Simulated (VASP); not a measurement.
# HC12 (a cell with a defect) in VASP: notebook, part 2 of 2

VASP 6.6.1. Earlier steps stand in the parts before.

### Step 3. Single point, LDA

The input, INCAR:

```
SYSTEM = HC12
ALGO = Normal
EDIFF = 1E-7
ENCUT = 520
ISIF = 2
ISMEAR = 0
LASPH = .True.
LCHARG = .True.
LELF = .True.
LREAL = .False.
LVHAR = .True.
LWAVE = .False.
NBANDS = 36
NELECT = 48.0
NELM = 60
PREC = Accurate
SIGMA = 0.05
```

The input, KPOINTS:

```
k-points
0
Gamma
  6 6 6
  0 0 0
```

The input, POSCAR:

```
HC12
1.0
    1.7657489870     -3.5314979740     -1.7657489870
    3.5314979740     -1.7657489870      1.7657489870
   -1.7657489870     -3.5314979740      1.7657489870
C H
12 1
Direct
    0.2500000000      1.0000000000      0.2500000000
    0.0833333333      0.3333333333      0.7500000000
    0.9166666667      0.6666666667      0.2500000000
    0.7500000000      1.0000000000      0.7500000000
    0.5833333333      0.3333333333      0.2500000000
    0.4166666667      0.6666666667      0.7500000000
    0.9583333333      0.3333333333      0.1250000000
    0.7916666667      0.6666666667      0.6250000000
    0.6250000000      1.0000000000      0.1250000000
    0.4583333333      0.3333333333      0.6250000000
    0.2916666667      0.6666666667      0.1250000000
    0.1250000000      1.0000000000      0.6250000000
    1.2916666667      0.3333333333      0.4583333333
```

Potentials or basis: VASP PAW LDA potentials, release 64 (C, H).

Command:

```bash
> cat potpaw_LDA.64/C/POTCAR potpaw_LDA.64/H/POTCAR > POTCAR
> mpirun -np 1 vasp_std > vasp.out
```

OUTCAR:

```text
SYSTEM = HC12
   EDIFF = 1E-7
   ENCUT = 520
   ISIF = 2
   ISMEAR = 0
   LASPH = .True.
   LREAL = .False.
   NELECT = 48.0
   NELM = 60
   PREC = Accurate

 ion  position               nearest neighbor table
   1  0.250  0.000  0.250-  11 1.53   9 1.53   7 1.53  12 1.53
   2  0.083  0.333  0.750-  13 1.28  12 1.53  10 1.53   7 1.53   8 1.53
   3  0.917  0.667  0.250-   8 1.53   9 1.53  11 1.53   7 1.53
   4  0.750  0.000  0.750-   8 1.53   9 1.53  10 1.53  12 1.53
   5  0.583  0.333  0.250-  13 1.28   9 1.53  10 1.53  11 1.53   7 1.53
   6  0.417  0.667  0.750-   8 1.53  11 1.53  12 1.53  10 1.53
   7  0.958  0.333  0.125-   1 1.53   2 1.53   5 1.53   3 1.53
   8  0.792  0.667  0.625-   4 1.53   3 1.53   2 1.53   6 1.53
   9  0.625  0.000  0.125-   5 1.53   3 1.53   4 1.53   1 1.53
  10  0.458  0.333  0.625-  13 1.18   4 1.53   5 1.53   2 1.53   6 1.53
  11  0.292  0.667  0.125-   1 1.53   3 1.53   5 1.53   6 1.53
  12  0.125  0.000  0.625-   2 1.53   1 1.53   4 1.53   6 1.53
  13  0.292  0.333  0.458-  10 1.18   5 1.28   2 1.28

  LATTYP: Found a base centered monoclinic cell.
 ALAT       =     4.3251840320
 B/A-ratio  =     1.7320508076
 C/A-ratio  =     1.0000000000
 COS(beta)  =    -0.3333333333

  Lattice vectors:

 A1 = (   1.7657489870,   1.7657489870,   3.5314979740)
 A2 = (  -3.5314979740,   1.7657489870,  -1.7657489870)
 A3 = (  -1.7657489870,  -3.5314979740,   1.7657489870)

Analysis of symmetry for initial positions (statically):
=====================================================================
 Subroutine PRICEL returns:
 Original cell was already a primitive cell.

 Routine SETGRP: Setting up the symmetry group for a
 base centered monoclinic supercell.

 Subroutine GETGRP returns: Found  2 space group operations
 (whereof  1 operations were pure point group operations)
 out of a pool of  4 trial point group operations.

The static configuration has the point symmetry C_1 .
 The point group associated with its full space group is C_1h.

Analysis of symmetry for dynamics (positions and initial velocities):
=====================================================================
 Subroutine PRICEL returns:
[... 170 lines left out ...]
 number of electron      47.9999999 magnetization

 Free energy of the ion-electron system (eV)
  ---------------------------------------------------
  ext. energy  EPLUGINS =         0.00000000
  ---------------------------------------------------
  free energy    TOTEN  =      -131.70955611 eV

  energy without entropy =     -131.70955611  energy(sigma->0) =     -131.70955611

 E-fermi :  10.6344     XC(G=0): -13.6576

 val. band max:       10.3549072933   @ k =   0.0000   0.0000   0.0000
 cond. band min:      12.9814611042   @ k =   0.3333  -0.3333   0.3333
 fundamental gap:      2.6265538109
 Fermi energy:        10.6344266369

 k-point     1 :       0.0000    0.0000    0.0000
  band No.  band energies     occupation
      1     -12.0438      2.00000
      2      -6.2666      2.00000
      3      -5.3399      2.00000
      4      -3.7829      2.00000
      5      -3.6902      2.00000
      6      -3.4052      2.00000
[... 925 lines left out ...]
     35      19.9797      0.00000
     36      20.1483      0.00000

 [... further k-points ...]

------------------------ aborting loop because EDIFF is reached ----------------------------------------

  FORCE on cell =-STRESS in cart. coord.  units (eV):
  Direction    XX          YY          ZZ          XY          YZ          ZX
  --------------------------------------------------------------------------------------
  -------------------------------------------------------------------------------------
  Total       -7.0145540     -7.8084538     -7.0145540      0.0025837     -0.0025837     -2.1081198
  in kB     -170.1149588   -189.3683887   -170.1149588      0.0626593     -0.0626591    -51.1255184
  external PRESSURE =    -176.5327687 kB  Pullay stress =       0.0000000 kB

 VOLUME and BASIS-vectors are now :
 -----------------------------------------------------------------------------
  energy-cutoff  :      520.00
  volume of cell :       66.06
      direct lattice vectors                 reciprocal lattice vectors
     1.765748987 -3.531497974 -1.765748987     0.047194326 -0.141582978 -0.235971630
     3.531497974 -1.765748987  1.765748987     0.188777304  0.000000000  0.188777304
    -1.765748987 -3.531497974  1.765748987    -0.141582978 -0.141582978  0.141582978

 POSITION                                       TOTAL-FORCE (eV/Angst)
 -----------------------------------------------------------------------------------
      0.00000     -1.76575      0.00000        -0.172781      0.410899     -0.266314
     -0.00000     -3.53150      1.76575        -2.328895      0.768235      2.328895
      3.53150     -5.29725     -0.00000         0.266314      0.410899      0.172781
      0.00000     -5.29725      0.00000        -0.227063      0.076105     -0.131853
      1.76575     -3.53150      0.00000         2.322484      0.828926     -2.322484
      1.76575     -5.29725      1.76575         0.131853      0.076105      0.227063
      2.64862     -4.41437     -0.88287        -0.012639     -0.856222      0.012639
      2.64862     -6.18012      0.88287         0.064402      0.424972      0.526191
      0.88287     -2.64862     -0.88287        -0.104739      0.417899     -0.558884
      0.88287     -4.41437      0.88287         0.004317     -4.117552     -0.004317
      2.64862     -2.64862      0.88287         0.558884      0.417899      0.104739
     -0.88287     -2.64862      0.88287        -0.526191      0.424972     -0.064402
      0.88287     -3.23721      0.88287         0.024053      0.716862     -0.024053
 -----------------------------------------------------------------------------------
    total drift:                                0.000038      0.000025     -0.000034

  FREE ENERGIE OF THE ION-ELECTRON SYSTEM (eV)
  ---------------------------------------------------
  free  energy   TOTEN  =      -131.7095561056 eV

  energy  without entropy=     -131.7095561056  energy(sigma->0) =     -131.70955611
```

OSZICAR:

```text
N       E                     dE             d eps       ncg     rms          rms(c)
DAV:   1     0.990464115038E+02    0.99046E+02   -0.25596E+04  4896   0.131E+03
DAV:   2    -0.127377544345E+03   -0.22642E+03   -0.21391E+03  6316   0.255E+02
DAV:   3    -0.136051593368E+03   -0.86740E+01   -0.86138E+01  6492   0.459E+01
DAV:   4    -0.136144079099E+03   -0.92486E-01   -0.92278E-01  6364   0.533E+00
DAV:   5    -0.136146048618E+03   -0.19695E-02   -0.19678E-02  6268   0.711E-01    0.144E+01
DAV:   6    -0.132945901102E+03    0.32001E+01   -0.21612E+00  5704   0.699E+00    0.834E+00
DAV:   7    -0.131714233839E+03    0.12317E+01   -0.28968E+00  5820   0.801E+00    0.181E+00
DAV:   8    -0.131710031421E+03    0.42024E-02   -0.89836E-02  6120   0.163E+00    0.332E-01
DAV:   9    -0.131709661180E+03    0.37024E-03   -0.62602E-03  6096   0.465E-01    0.821E-02
DAV:  10    -0.131709557461E+03    0.10372E-03   -0.72561E-04  6020   0.134E-01    0.226E-02
DAV:  11    -0.131709557776E+03   -0.31446E-06   -0.19317E-05  6360   0.307E-02    0.158E-02
DAV:  12    -0.131709556195E+03    0.15805E-05   -0.85298E-06  5880   0.156E-02    0.298E-03
DAV:  13    -0.131709556106E+03    0.89821E-07   -0.53135E-07  6292   0.421E-03
   1 F= -.13170956E+03 E0= -.13170956E+03  d E =-.349289E-17
```

Wall time 62 s (1 thread of Intel Xeon Platinum 8559C (Emerald Rapids), shared host); peak memory 0.22 GiB.

Results:

- Free energy: -131.7096 eV
- Largest force: 4.118 eV/Å

Forces on the atoms (eV/Å):
```
C   -0.173  0.411 -0.266
C   -2.329  0.768  2.329
C    0.266  0.411  0.173
C   -0.227  0.076 -0.132
C    2.322  0.829 -2.322
C    0.132  0.076  0.227
C   -0.013 -0.856  0.013
C    0.064  0.425  0.526
C   -0.105  0.418 -0.559
C    0.004 -4.118 -0.004
C    0.559  0.418  0.105
C   -0.526  0.425 -0.064
H    0.024  0.717 -0.024
```

Caveat: the cell carries a net charge on a neutralising background, which shifts energy and pressure; the cell is charged against a uniform background, so pressure and absolute levels hang on convention.

### Step 4. Single point, LDA

The input, INCAR:

```
PREC = Accurate
ENCUT = 520
EDIFF = 1E-7
ISMEAR = 0
SIGMA = 0.05
LREAL = False
LASPH = True
NELM = 100
ALGO = Normal
ISIF = 2
LWAVE = False
LCHARG = False
GGA = CA
NBANDS = 36
NELECT = 48.0
```

The input, KPOINTS:

```
regular mesh
0
Gamma
  6 6 6
```

Changes to POSCAR since step 3:

```diff
@@ -20,2 +20,2 @@
     0.1250000000      1.0000000000      0.6250000000
-    1.2916666667      0.3333333333      0.4583333333
+    1.1250000000      0.3333333333      0.2916666667
```

Command:

```bash
> cat potpaw_LDA.64/C/POTCAR potpaw_LDA.64/H/POTCAR > POTCAR
> mpirun -np 1 vasp_std > vasp.out
```

Wall time 64 s (1 thread of Intel Xeon Platinum 8559C (Emerald Rapids), shared host); peak memory 0.22 GiB.

The run converged. Its results:

```
Free energy   : -131.6637 eV
Largest force : 4.215 eV/Å
```

Forces in eV/Å, atoms in the order of the input:
```
C   -2.326 -0.797 -2.009
C    0.226 -0.551 -0.226
C    2.009 -0.797  2.326
C    0.171  0.262 -0.183
C   -0.221 -1.046  0.221
C    0.183  0.262 -0.171
C    0.163  4.208 -0.163
C   -0.390 -0.545  0.944
C    0.396  0.254 -0.971
C   -0.135 -0.289  0.135
C    0.971  0.254 -0.396
C   -0.944 -0.545  0.390
H   -0.103 -0.669  0.103
```

Levels at points of the mesh, in eV from the Fermi level:
| k point | band 20 | band 21 | band 22 | band 23 | band 24 | band 25 | band 26 | band 27 | band 28 | band 29 |
| --- | --- | --- | --- | --- | --- | --- | --- | --- | --- | --- |
| (0.00, 0.00, 0.00) | -3.37 | -3.23 | -0.33 | -0.28 | -0.21 | 3.91 | 5.06 | 5.29 | 5.63 | 6.28 |
| (0.50, 0.00, 0.00) | -4.82 | -4.61 | -4.43 | -2.53 | -2.13 | 4.03 | 5.95 | 6.26 | 6.33 | 7.06 |
| (0.00, 0.50, 0.00) | -5.10 | -3.14 | -3.14 | -1.64 | -1.60 | 2.65 | 4.52 | 6.96 | 7.18 | 7.54 |
| (0.00, 0.00, 0.50) | -5.35 | -2.74 | -2.55 | -1.65 | -1.65 | 4.39 | 6.53 | 6.64 | 7.16 | 7.20 |
| (0.50, 0.00, 0.50) | -4.13 | -3.88 | -3.65 | -3.13 | -3.07 | 2.97 | 4.38 | 5.31 | 5.77 | 7.03 |
| (0.00, 0.50, 0.50) | -4.82 | -4.81 | -4.43 | -4.08 | -4.04 | 3.03 | 5.57 | 6.11 | 6.18 | 6.30 |

Caveat: the cell carries a net charge on a neutralising background, which shifts energy and pressure; the cell is charged against a uniform background, so pressure and absolute levels hang on convention.

### Step 5. Single point, LDA

The input, INCAR:

```
SYSTEM = HC12
  PREC = Accurate
  ENCUT = 520
  EDIFF = 1E-6
  ISMEAR = 0
  SIGMA = 0.05
  LREAL = .FALSE.
  LASPH = .TRUE.
  NELM = 60
  ALGO = Normal
  ISIF = 2
  LWAVE = .FALSE.
  LCHARG = .FALSE.
  NBANDS = 36
  NELECT = 48.0
```

The input, KPOINTS:

```
regular mesh
0
G
  6 6 6
  0 0 0
```

Changes to POSCAR since step 4:

```diff
@@ -20,2 +20,2 @@
     0.1250000000      1.0000000000      0.6250000000
-    1.1250000000      0.3333333333      0.2916666667
+    1.2083333333      0.3333333333      0.3750000000
```

Command:

```bash
> cat potpaw_LDA.64/C/POTCAR potpaw_LDA.64/H/POTCAR > POTCAR
> mpirun -np 1 vasp_std > vasp.out
```

It took 60 s on 1 thread of Intel Xeon Platinum 8559C (Emerald Rapids), shared host; peak memory 0.22 GiB.

It converged, with:

| Property | Result |
| --- | --- |
| Free energy | -131.3639 eV |
| Largest force | 1.032 eV/Å |

Forces in eV/Å, atoms in the order of the input:
```
C   -0.635  0.474 -0.462
C   -0.460 -0.520  0.460
C    0.462  0.474  0.635
C    0.143  0.137 -0.079
C    0.474 -0.663 -0.474
C    0.079  0.137 -0.143
C    0.093  0.797 -0.093
C   -0.167 -0.121  1.011
C    0.248  0.258 -0.944
C   -0.076 -0.998  0.076
C    0.944  0.258 -0.248
C   -1.011 -0.121  0.167
H   -0.095 -0.112  0.095
```

Levels at points of the mesh, in eV from the Fermi level:
```csv
k point,band 22,band 23,band 24,band 25,band 26,band 27
"(0.00, 0.00, 0.00)",-0.23,-0.22,-0.21,2.75,5.29,5.30
"(0.50, 0.00, 0.00)",-4.49,-2.32,-2.21,2.36,5.98,6.43
"(0.00, 0.50, 0.00)",-3.09,-1.66,-1.60,1.54,4.56,6.65
"(0.00, 0.00, 0.50)",-2.21,-1.85,-1.85,2.80,6.91,6.99
"(0.50, 0.00, 0.50)",-3.63,-3.09,-3.06,1.09,4.56,5.54
"(0.00, 0.50, 0.50)",-4.33,-4.25,-4.10,1.71,5.92,6.09
```

Caveat: the cell carries a net charge on a neutralising background, which shifts energy and pressure; the cell is charged against a uniform background, so pressure and absolute levels hang on convention.
